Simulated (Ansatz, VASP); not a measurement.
## One calculation of CaF2, two programs

```
Ca F
1.0
     0.00000    2.75538    2.75538
     2.75538    0.00000    2.75538
     2.75538    2.75538    0.00000
Ca F
1 2
Cartesian
  0.0000 0.0000 0.0000
  4.1331 4.1331 4.1331
  1.3777 1.3777 1.3777
```

Alike in both runs: functional PBE; k mesh 8 × 8 × 8; no spin polarisation.

Ansatz relaxed the structure, and its values are those at the end. VASP's run is a single point on that final structure, the one shown.

|  | VASP | Ansatz |
| --- | --- | --- |
| version | VASP 6.6.1 | Ansatz 0.2.0 |
| potentials or method | VASP PAW PBE potentials, release 64 (Ca_sv, F), cutoff 600 eV | scalar-relativistic, plane waves, PAW |
| occupations | gaussian, width 0.01 eV | fixed |
| valence electrons in the cell | 24 | 24 |

```csv
,VASP,Ansatz,Ansatz less VASP
gap on the k mesh at the Fermi level (eV),7.12,7.14,+0.019
least direct gap on the mesh (eV),7.38,7.39,+0.019
pressure (GPa),0.2,0.0,-0.18
```
